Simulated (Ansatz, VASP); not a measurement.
**MgO in VASP and in Ansatz**

INCAR

```
PREC = Accurate ; ENCUT = 600
EDIFF = 1E-7 ; ISMEAR = 0
SIGMA = 0.02 ; LREAL = F
LASPH = T ; NELM = 80
ALGO = Normal ; ISIF = 3
LWAVE = F ; LCHARG = F
GGA = CA ; IBRION = 2
NSW = 100 ; EDIFFG = -0.002
```

The input KPOINTS:

```
regular mesh
0
Gamma
  8 8 8
```

File POSCAR:

```
MgO
1.0
    0.0000000000      2.0816499855      2.0816499855
    2.0816499855      0.0000000000      2.0816499855
    2.0816499855      2.0816499855      0.0000000000
Mg O
1 1
Direct
    0.0000000000      0.0000000000      0.0000000000
    0.5000000000      0.5000000000      0.5000000000
```

Input for Ansatz:

```yaml
crystal:
  lattice:
    - [0.0, 2.0816499855, 2.0816499855]
    - [2.0816499855, 0.0, 2.0816499855]
    - [2.0816499855, 2.0816499855, 0.0]
  atoms:
    - { symbol: Mg, position: [0.0, 0.0, 0.0] }
    - { symbol: O, position: [0.5, 0.5, 0.5] }
basis:
  ecutwfc: 420
kpoints:
  mp_grid: { grid: [8, 8, 8] }
hamiltonian:
  xc: lda
  pseudopotentials: { kind: paw, azcp: { folder: soft_1 } }
scf:
  occupations: { method: gaussian, width: 0.02 }
output:
  forces: true
  stress: true
  eigenvalues: true
relax:
  adjacent_minimum: "off"
  f_tol: 0.002
  max_steps: 80
  cell: { stress_tol: 0.02 }
```

Alike in both runs: task relaxation of cell and atoms; functional LDA; k mesh 8 × 8 × 8; occupations gaussian, width 0.02 eV; no spin polarisation.

```csv
,VASP,Ansatz
version,VASP 6.6.1,Ansatz 0.2.0
potentials or method,"VASP PAW LDA potentials, release 64 (Mg, O), cutoff 600 eV","scalar-relativistic, plane waves, PAW"
valence electrons in the cell,8,16
```

Ansatz gave:

```
gap on the k mesh at the Fermi level, each at its own relaxed structure (eV) : 5.03
relaxed volume (Å³/atom)                                                     : 9.00
relaxed cell length with the largest relative difference (Å)                 : 2.942
```

Task: What did VASP give for the same quantities?

Result: gap on the k mesh at the Fermi level, each at its own relaxed structure (eV): 5.15; relaxed volume (Å³/atom): 8.89; relaxed cell length with the largest relative difference (Å): 2.930.

Ansatz warns that its potentials were made for another functional, while VASP's fit it. LDA's correlation is that of Perdew and Zunger in VASP and of Perdew and Wang (1992) in Ansatz. VASP's potentials hold 8 valence electrons a cell and Ansatz's 16, so a difference there can come from the potentials and not from the codes.
